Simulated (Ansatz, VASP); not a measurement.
LaO4: VASP beside Ansatz

```
CELL_PARAMETERS angstrom
-2.75489 2.75489 2.75489
2.75489 -2.75489 2.75489
2.75489 2.75489 -2.75489
ATOMIC_POSITIONS crystal
La 0.00000 0.00000 0.00000
O 0.00000 0.50000 0.00000
O 0.50000 0.50000 0.50000
O 0.00000 0.00000 0.50000
O 0.50000 0.00000 0.00000
```

Change from the starting cell: species swapped into the GeF4 type (I-43m, No. 217).

Alike in both runs: functional PBE; k mesh 4 × 4 × 4; occupations gaussian, width 0.1 eV; no spin polarisation.

Ansatz relaxed the structure, and its values are those at the end. VASP's run is a single point on that final structure, the one shown.

|  | VASP | Ansatz |
| --- | --- | --- |
| version | VASP 6.6.1 | Ansatz 0.2.0 |
| potentials or method | VASP PAW PBE potentials, release 64 (La, O), cutoff 520 eV | scalar-relativistic, plane waves, PAW |
| valence electrons in the cell | 35 | 35 |

|  | VASP | Ansatz | Ansatz less VASP |
| --- | --- | --- | --- |
| gap on the k mesh at the Fermi level (eV) | none | none | - |
| pressure (GPa) | 0.0 | 0.1 | +0.13 |

A gap of «none» marks a metal or a gap that the smearing closes.

The k mesh is coarse, so the values compare programs but aren't converged. Spin-orbit coupling is off throughout.
